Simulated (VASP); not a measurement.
# MgO in VASP: notebook, part 2 of 2

VASP 6.6.1. Earlier steps stand in the parts before.

## 3. Single point, PBE (strain +0.025 along x and y, +0.025 along z)

Input file INCAR:

```
SYSTEM = MgO
PREC     = Accurate       ! precision mode
ENCUT    = 520            ! plane-wave cutoff, eV
EDIFF    = 1E-6           ! SCF threshold, eV
ISMEAR   = 0              ! smearing method
SIGMA    = 0.05           ! smearing width, eV
LREAL    = .FALSE.        ! projectors in reciprocal space
LASPH    = .TRUE.         ! aspherical terms in the spheres
NELM     = 80             ! most SCF steps
ALGO     = Normal         ! electronic algorithm
ISIF     = 2              ! what is computed and relaxed
LWAVE    = .FALSE.        ! write WAVECAR
LCHARG   = .TRUE.         ! write CHGCAR
GGA      = PE             ! functional
LELF     = .TRUE.         ! ELF
LVHAR    = .TRUE.       
NBANDS   = 11             ! bands
```

Input file KPOINTS:

```
Automatic mesh
0
G
  10 10 10
  0 0 0
```

Input file POSCAR:

```
MgO
1.0
    0.0000000000      2.1800959780      2.1800959780
    2.1800959780      0.0000000000      2.1800959780
    2.1800959780      2.1800959780      0.0000000000
Mg O
1 1
Direct
    0.0000000000      0.0000000000      0.0000000000
    0.5000000000      0.5000000000      0.5000000000
```

Potentials or basis: VASP PAW PBE potentials, release 64 (Mg, O).

Started as:

```bash
$ cat potpaw_PBE.64/Mg/POTCAR potpaw_PBE.64/O/POTCAR > POTCAR
$ mpirun -np 1 vasp_std > vasp.out
```

OUTCAR:

```text
SYSTEM = MgO
   PREC = Accurate
   ENCUT = 520
   EDIFF = 1E-6
   ISMEAR = 0
   LREAL = .FALSE.
   LASPH = .TRUE.
   NELM = 80
   ISIF = 2
   GGA = PE

 ion  position               nearest neighbor table
   1  0.000  0.000  0.000-   2 2.18   2 2.18   2 2.18   2 2.18   2 2.18   2 2.18
   2  0.500  0.500  0.500-   1 2.18   1 2.18   1 2.18   1 2.18   1 2.18   1 2.18

  LATTYP: Found a face centered cubic cell.
 ALAT       =     4.3601919560

  Lattice vectors:

 A1 = (   0.0000000000,   2.1800959780,   2.1800959780)
 A2 = (   2.1800959780,   0.0000000000,   2.1800959780)
 A3 = (   2.1800959780,   2.1800959780,   0.0000000000)

Analysis of symmetry for initial positions (statically):
=====================================================================
 Subroutine PRICEL returns:
 Original cell was already a primitive cell.

 Routine SETGRP: Setting up the symmetry group for a
 face centered cubic supercell.

 Subroutine GETGRP returns: Found 48 space group operations
 (whereof 48 operations were pure point group operations)
 out of a pool of 48 trial point group operations.

The static configuration has the point symmetry O_h .

Analysis of symmetry for dynamics (positions and initial velocities):
=====================================================================
 Subroutine PRICEL returns:
 Original cell was already a primitive cell.

 Routine SETGRP: Setting up the symmetry group for a
 face centered cubic supercell.

 Subroutine GETGRP returns: Found 48 space group operations
 (whereof 48 operations were pure point group operations)
 out of a pool of 48 trial point group operations.

The dynamic configuration has the point symmetry O_h .

 Subroutine INISYM returns: Found 48 space group operations
 (whereof 48 operations are pure point group operations),
 and found     1 'primitive' translations

----------------------------------------------------------------------------------------

                                     Primitive cell

  volume of cell :      20.7232

  direct lattice vectors                    reciprocal lattice vectors
     0.000000000  2.180095978  2.180095978    -0.229347701  0.229347701  0.229347701
     2.180095978  0.000000000  2.180095978     0.229347701 -0.229347701  0.229347701
     2.180095978  2.180095978  0.000000000     0.229347701  0.229347701 -0.229347701

  length of vectors
     3.083121299  3.083121299  3.083121299     0.397241870  0.397241870  0.397241870

  position of ions in fractional coordinates (direct lattice)
     0.000000000  0.000000000  0.000000000
     0.500000000  0.500000000  0.500000000

  ion indices of the primitive-cell ions
   primitive index   ion index
                 1           1
                 2           2

----------------------------------------------------------------------------------------

 KPOINTS: Automatic mesh

Automatic generation of k-mesh.
 Grid dimensions read from file:
 generate k-points for:   10   10   10

 Generating k-lattice:

  Cartesian coordinates                     Fractional coordinates (reciprocal lattice)
    -0.022934770  0.022934770  0.022934770     0.100000000  0.000000000  0.000000000
     0.022934770 -0.022934770  0.022934770     0.000000000  0.100000000  0.000000000
     0.022934770  0.022934770 -0.022934770     0.000000000  0.000000000  0.100000000

  Length of vectors
     0.039724187  0.039724187  0.039724187

  Shift w.r.t. Gamma in fractional coordinates (k-lattice)
     0.000000000  0.000000000  0.000000000

 Subroutine IBZKPT returns following result:
 ===========================================

 Found     47 irreducible k-points:

 Following reciprocal coordinates:
            Coordinates               Weight
  0.000000  0.000000  0.000000      1.000000
  0.100000  0.000000  0.000000      8.000000
  0.200000  0.000000  0.000000      8.000000
  0.300000  0.000000  0.000000      8.000000
  0.400000  0.000000  0.000000      8.000000
  0.500000  0.000000  0.000000      4.000000
[... 16 lines left out ...]
  0.300000  0.300000  0.000000      6.000000
  0.400000  0.300000  0.000000     24.000000
 [... further k-points ...]
   k-points           NKPTS =     47   k-points in BZ     NKDIM =     47   number of bands    NBANDS=     11
   number of dos      NEDOS =    301   number of ions     NIONS =      2
   total plane-waves  NPLWV =  13824
   dimension x,y,z NGX =    24 NGY =   24 NGZ =   24
   dimension x,y,z NGXF=    48 NGYF=   48 NGZF=   48
   ions per type =               1   1
   NGX,Y,Z   is equivalent  to a cutoff of  12.94, 12.94, 12.94 a.u.
   NGXF,Y,Z  is equivalent  to a cutoff of  25.88, 25.88, 25.88 a.u.
 SYSTEM =  MgO
   PREC   = accura    normal or accurate (medium, high low for compatibility)
   ISTART =      0    job   : 0-new  1-cont  2-samecut
   ICHARG =      2    charge: 1-file 2-atom 10-const
   ISPIN  =      1    spin polarized calculation?
   LNONCOLLINEAR =      F non collinear calculations
   LSORBIT =      F    spin-orbit coupling
   LASPH  =      T    aspherical Exc in radial PAW
   ENCUT  =  520.0 eV  38.22 Ry    6.18 a.u.   5.73  5.73  5.73*2*pi/ulx,y,z
   NELM   =     80;   NELMIN=  2; NELMDL= -5     # of ELM steps
   EDIFF  = 0.1E-05   stopping-criterion for ELM
   LREAL  =      F    real-space projection
   EDIFFG = 0.1E-04   stopping-criterion for IOM
   NSW    =      0    number of steps for IOM
   IBRION =     -1    ionic relax: 0-MD 1-quasi-New 2-CG
   NFREE  =      0    steps in history (QN), initial steepest desc. (CG)
   ISIF   =      2    stress and relaxation
   ISYM   =      2    0-nonsym 1-usesym 2-fastsym
   POTIM  = 0.5000    time-step for ionic-motion
   TEBEG  =    0.0;   TEEND  =   0.0 temperature during run
   PSTRESS=    0.0 pullay stress
   NELECT =       8.0000    total number of electrons
   NUPDOWN=      -1.0000    fix difference up-down
   EMIN   =  10.00;   EMAX   =-10.00  energy-range for DOS
   EFERMI =   0.00;   METHOD = LEGACY
   ISMEAR =     0;   SIGMA  =   0.05  broadening in eV -4-tet -1-fermi 0-gaus
   EFERMI_NEDOS =   21; number of points for ismear=-14 and -15
   IALGO  =     38    algorithm
   IMIX   =      4    mixing-type and parameters
     AMIX     =   0.40;   BMIX     =  1.00
     AMIX_MAG =   1.60;   BMIX_MAG =  1.00
  volume/ion in A,a.u.               =      10.36        69.92
  Fermi-wavevector in a.u.,A,eV,Ry     =   1.192026  2.252603 19.332885  1.420927
  Thomas-Fermi vector in A             =   2.328074
   LORBIT       =      0    0 simple, 1 ext, 2 COOP (PROOUT), +10 PAW based schemes
   GGA     = PE    functional components
   LHFCALC =     F    Hartree Fock is set to
   AEXX    =    0.0000 exact exchange contribution
   IVDW    =     0    specifies the selected vdW correction
   LEPSILON=     F    determine dielectric tensor
   LRPA    =     F    only Hartree local field effects (RPA)
 non-spin polarized calculation
 Gauss-broadening in eV      SIGMA  =   0.05
  energy-cutoff  :      520.00
  volume of cell :       20.72
 maximum number of plane-waves:       568
   NGX = 11   NGY = 11   NGZ = 11

 number of electron       7.9999995 magnetization

 Free energy of the ion-electron system (eV)
  ---------------------------------------------------
  ext. energy  EPLUGINS =         0.00000000
  ---------------------------------------------------
  free energy    TOTEN  =       -11.86000054 eV

  energy without entropy =      -11.86000054  energy(sigma->0) =      -11.86000054

 E-fermi :   2.6857     XC(G=0): -10.5981

 val. band max:        2.4512746736   @ k =   0.0000   0.0000   0.0000
 cond. band min:       6.2328505422   @ k =   0.0000   0.0000   0.0000
 fundamental gap:      3.7815758687
 Fermi energy:         2.6856523200

 k-point     1 :       0.0000    0.0000    0.0000
  band No.  band energies     occupation
      1     -14.3141      2.00000
      2       2.4513      2.00000
      3       2.4513      2.00000
      4       2.4513      2.00000
      5       6.2329      0.00000
      6      17.6600      0.00000
      7      17.6600      0.00000
      8      17.6600      0.00000
      9      21.3135      0.00000
     10      22.9708      0.00000
     11      22.9708      0.00000
[... 309 lines left out ...]
 k-point    24 :       0.4000    0.3000    0.0000
  band No.  band energies     occupation
      1     -13.2991      2.00000
      2      -0.7989      2.00000
      3       1.2914      2.00000
      4       1.4855      2.00000
      5      11.0040      0.00000
      6      12.3232      0.00000
      7      14.9822      0.00000
      8      19.2989      0.00000
      9      19.4907      0.00000
     10      26.0804      0.00000
     11      27.4153      0.00000

 [... further k-points ...]
[... 5 lines left out ...]
  --------------------------------------------------------------------------------------
  -------------------------------------------------------------------------------------
  Total       -1.3229931     -1.3229931     -1.3229931      0.0000000      0.0000000      0.0000000
  in kB     -102.2848521   -102.2848521   -102.2848521      0.0000000      0.0000000      0.0000000
  external PRESSURE =    -102.2848521 kB  Pullay stress =       0.0000000 kB

 VOLUME and BASIS-vectors are now :
 -----------------------------------------------------------------------------
  energy-cutoff  :      520.00
  volume of cell :       20.72
      direct lattice vectors                 reciprocal lattice vectors
     0.000000000  2.180095978  2.180095978    -0.229347701  0.229347701  0.229347701
     2.180095978  0.000000000  2.180095978     0.229347701 -0.229347701  0.229347701
     2.180095978  2.180095978  0.000000000     0.229347701  0.229347701 -0.229347701

 POSITION                                       TOTAL-FORCE (eV/Angst)
 -----------------------------------------------------------------------------------
      0.00000      0.00000      0.00000        -0.000000     -0.000000      0.000000
      2.18010      2.18010      2.18010         0.000000      0.000000      0.000000
 -----------------------------------------------------------------------------------
    total drift:                               -0.000000     -0.000000      0.000000

  FREE ENERGIE OF THE ION-ELECTRON SYSTEM (eV)
  ---------------------------------------------------
  free  energy   TOTEN  =       -11.8600005422 eV

  energy  without entropy=      -11.8600005422  energy(sigma->0) =      -11.86000054
```

It took 4.3 s on 1 thread of Intel Xeon 6975P-C (Granite Rapids), shared host; peak memory 0.14 GiB.

What came out:

* Free energy: -11.8600 eV
* Pressure: -10.2 GPa
* Band gap on the k mesh: 3.78 eV, direct

Caveat: the cell differs from its parent crystal (strain +0.025 along x and y, +0.025 along z).

## 4. Single point, PBE (strain +0.050 along x and y, +0.050 along z)

Input file INCAR:

```
SYSTEM = MgO
PREC = Accurate
ENCUT = 520
EDIFF = 1E-6
ISMEAR = 0
SIGMA = 0.05
LREAL = .False.
LASPH = .True.
NELM = 60
ALGO = Normal
ISIF = 2
LWAVE = .False.
LCHARG = .True.
GGA = PE
LELF = .True.
LVHAR = .True.
NBANDS = 11
```

Input file KPOINTS:

```
Automatic mesh
0
Gamma
  10 10 10
  0 0 0
```

Input file POSCAR:

```
MgO
1.0
    0.0000000000      2.2332690507      2.2332690507
    2.2332690507      0.0000000000      2.2332690507
    2.2332690507      2.2332690507      0.0000000000
Mg O
1 1
Direct
    0.0000000000      0.0000000000      0.0000000000
    0.5000000000      0.5000000000      0.5000000000
```

Started as:

```bash
$ cat potpaw_PBE.64/Mg/POTCAR potpaw_PBE.64/O/POTCAR > POTCAR
$ mpirun -np 1 vasp_std > vasp.out
```

Wall time 4.5 s (1 thread of Intel Xeon 6975P-C (Granite Rapids), shared host); peak memory 0.14 GiB.

It converged, with:

| Item | Value |
| --- | --- |
| Free energy | -11.7282 eV |
| Pressure | -16.9 GPa |
| Band gap on the k mesh | 3.19 eV, direct |

Levels at points of the mesh, in eV from the valence-band top:
| k point | band 1 | band 2 | band 3 | band 4 | band 5 | band 6 | band 7 | band 8 |
| --- | --- | --- | --- | --- | --- | --- | --- | --- |
| (0.00, 0.00, 0.00) | -16.46 | 0.00 | 0.00 | 0.00 | 3.19 | 14.79 | 14.79 | 14.79 |
| (0.50, 0.00, 0.00) | -15.57 | -3.91 | -0.48 | -0.48 | 6.84 | 10.68 | 14.56 | 14.56 |
| (0.50, 0.50, 0.00) | -15.37 | -3.41 | -1.12 | -1.12 | 8.18 | 8.86 | 11.34 | 16.45 |

Caveat: the cell differs from its parent crystal (strain +0.050 along x and y, +0.050 along z).

## 5. Single point, PBE (strain -0.050 along x and y, -0.025 along z)

Input file INCAR:

```
ALGO = Normal
EDIFF = 1E-7
ENCUT = 520
GGA = PE
ISIF = 2
ISMEAR = 0
LASPH = True
LCHARG = False
LREAL = False
LWAVE = False
NBANDS = 11
NELM = 80
PREC = Accurate
SIGMA = 0.05
```

Input file KPOINTS:

```
k-points
0
Gamma
  10 10 10
```

Input file POSCAR:

```
MgO
1.0
    0.0000000000      2.0205767601      2.0737498328
    2.0205767601      0.0000000000      2.0737498328
    2.0205767601      2.0205767601      0.0000000000
Mg O
1 1
Direct
    0.0000000000      0.0000000000      0.0000000000
    0.5000000000      0.5000000000      0.5000000000
```

Potentials or basis: VASP PAW PBE potentials, release 64 (Mg, O).

Started as:

```bash
$ cat potpaw_PBE.64/Mg/POTCAR potpaw_PBE.64/O/POTCAR > POTCAR
$ mpirun -np 1 vasp_std > vasp.out
```

OUTCAR:

```text
EDIFF = 1E-7
   ENCUT = 520
   GGA = PE
   ISIF = 2
   ISMEAR = 0
   LASPH = True
   LREAL = False
   NELM = 80
   PREC = Accurate

 ion  position               nearest neighbor table
   1  0.000  0.000  0.000-   2 2.02   2 2.02   2 2.02   2 2.02   2 2.07   2 2.07
   2  0.500  0.500  0.500-   1 2.02   1 2.02   1 2.02   1 2.02   1 2.07   1 2.07

  LATTYP: Found a body centered tetragonal cell.
 ALAT       =     2.8575270579
 C/A-ratio  =     1.4514297088

  Lattice vectors:

 A1 = (  -2.0205767601,   0.0000000000,   2.0737498328)
 A2 = (   2.0205767601,   0.0000000000,   2.0737498328)
 A3 = (   0.0000000000,   2.0205767601,  -2.0737498328)

Analysis of symmetry for initial positions (statically):
=====================================================================
 Subroutine PRICEL returns:
 Original cell was already a primitive cell.

 Routine SETGRP: Setting up the symmetry group for a
 body centered tetragonal supercell.

 Subroutine GETGRP returns: Found 16 space group operations
 (whereof 16 operations were pure point group operations)
 out of a pool of 16 trial point group operations.

The static configuration has the point symmetry D_4h.

Analysis of symmetry for dynamics (positions and initial velocities):
=====================================================================
 Subroutine PRICEL returns:
 Original cell was already a primitive cell.

 Routine SETGRP: Setting up the symmetry group for a
 body centered tetragonal supercell.

 Subroutine GETGRP returns: Found 16 space group operations
 (whereof 16 operations were pure point group operations)
 out of a pool of 16 trial point group operations.

The dynamic configuration has the point symmetry D_4h.

 Subroutine INISYM returns: Found 16 space group operations
 (whereof 16 operations are pure point group operations),
 and found     1 'primitive' translations

----------------------------------------------------------------------------------------

                                     Primitive cell
[... 114 lines left out ...]
  Thomas-Fermi vector in A             =   2.407780
   LORBIT       =      0    0 simple, 1 ext, 2 COOP (PROOUT), +10 PAW based schemes
   GGA     = PE    functional components
   LHFCALC =     F    Hartree Fock is set to
   AEXX    =    0.0000 exact exchange contribution
   IVDW    =     0    specifies the selected vdW correction
   LEPSILON=     F    determine dielectric tensor
   LRPA    =     F    only Hartree local field effects (RPA)
 non-spin polarized calculation
 Gauss-broadening in eV      SIGMA  =   0.05
  energy-cutoff  :      520.00
  volume of cell :       16.93
 maximum number of plane-waves:       469
 NGX is ok and might be reduce to    24
   NGX = 11   NGY = 11   NGZ = 11

 number of electron       7.9999997 magnetization

 Free energy of the ion-electron system (eV)
  ---------------------------------------------------
  ext. energy  EPLUGINS =         0.00000000
  ---------------------------------------------------
  free energy    TOTEN  =       -11.75026946 eV

  energy without entropy =      -11.75026946  energy(sigma->0) =      -11.75026946

 E-fermi :   4.1986     XC(G=0): -11.5529

 val. band max:        3.9936758422   @ k =   0.0000   0.0000   0.0000
 cond. band min:       9.7019936026   @ k =   0.0000   0.0000   0.0000
 fundamental gap:      5.7083177604
 Fermi energy:         4.1986471570

 k-point     1 :       0.0000    0.0000    0.0000
  band No.  band energies     occupation
      1     -13.8340      2.00000
      2       3.9500      2.00000
      3       3.9500      2.00000
      4       3.9937      2.00000
      5       9.7020      0.00000
      6      20.1291      0.00000
      7      20.4247      0.00000
      8      20.4247      0.00000
      9      24.5127      0.00000
     10      25.9644      0.00000
     11      26.8537      0.00000
[... 309 lines left out ...]
 k-point    24 :       0.4000    0.3000    0.0000
  band No.  band energies     occupation
      1     -12.4061      2.00000
      2       0.0323      2.00000
      3       2.5596      2.00000
      4       2.8263      2.00000
      5      14.3219      0.00000
      6      14.8745      0.00000
      7      18.4114      0.00000
      8      23.6717      0.00000
      9      23.8470      0.00000
     10      30.3151      0.00000
     11      32.6885      0.00000

 [... further k-points ...]
[... 5 lines left out ...]
  --------------------------------------------------------------------------------------
  -------------------------------------------------------------------------------------
  Total        2.8973382      2.8973382      1.9590997      0.0000000     -0.0000000      0.0000000
  in kB      274.1401871    274.1401871    185.3659892      0.0000000     -0.0000000      0.0000000
  external PRESSURE =     244.5487878 kB  Pullay stress =       0.0000000 kB

 VOLUME and BASIS-vectors are now :
 -----------------------------------------------------------------------------
  energy-cutoff  :      520.00
  volume of cell :       16.93
      direct lattice vectors                 reciprocal lattice vectors
     0.000000000  2.020576760  2.073749833    -0.247454098  0.247454098  0.241109121
     2.020576760  0.000000000  2.073749833     0.247454098 -0.247454098  0.241109121
     2.020576760  2.020576760  0.000000000     0.247454098  0.247454098 -0.241109121

 POSITION                                       TOTAL-FORCE (eV/Angst)
 -----------------------------------------------------------------------------------
      0.00000      0.00000      0.00000         0.000000      0.000000      0.000000
      2.02058      2.02058      2.07375        -0.000000     -0.000000     -0.000000
 -----------------------------------------------------------------------------------
    total drift:                               -0.000000     -0.000000      0.000000

  FREE ENERGIE OF THE ION-ELECTRON SYSTEM (eV)
  ---------------------------------------------------
  free  energy   TOTEN  =       -11.7502694640 eV

  energy  without entropy=      -11.7502694640  energy(sigma->0) =      -11.75026946
```

stdout:

```text
POSCAR found type information on POSCAR MgO
 POSCAR found :  2 types and       2 ions
 scaLAPACK will be used
 LDA part: xc-table for (Slater+PW92), standard interpolation
 POSCAR, INCAR and KPOINTS ok, starting setup
 FFT: planning ... GRIDC
 FFT: planning ... GRID_SOFT
 FFT: planning ... GRID
 WAVECAR not read
 entering main loop
```

It took 7.3 s on 1 thread of Intel Xeon 6975P-C (Granite Rapids), shared host; peak memory 0.15 GiB.

What came out:

* Free energy: -11.7503 eV
* Pressure: 24.5 GPa
* Band gap on the k mesh: 5.71 eV, direct

Stress tensor (GPa, compression positive):
```
27.41  0.00  0.00
 0.00 27.41  0.00
 0.00  0.00 18.54
```

Caveat: the cell differs from its parent crystal (strain -0.050 along x and y, -0.025 along z).

## 6. The runs side by side

| cell | gap on the mesh (eV) | pressure (GPa) |
| --- | --- | --- |
| a = 2.933 Å, angles 60.0°, 2 atoms | 5.19 | 12.5 |
| a = 3.083 Å, angles 60.0°, 2 atoms | 3.78 | -10.2 |
| a = 3.158 Å, angles 60.0°, 2 atoms | 3.19 | -16.9 |
| a = 2.895, b = 2.895, c = 2.858 Å, angles 60.4, 60.4, 59.1°, 2 atoms | 5.71 | 24.5 |

Alike in all rows: task single point; level PBE; potentials or basis VASP PAW PBE potentials, release 64 (Mg, O); no spin polarisation; k mesh 10 × 10 × 10; cutoff (eV) 520; smearing gaussian 0.05 eV.

Absolute energies hang on the potentials; compare differences alone.
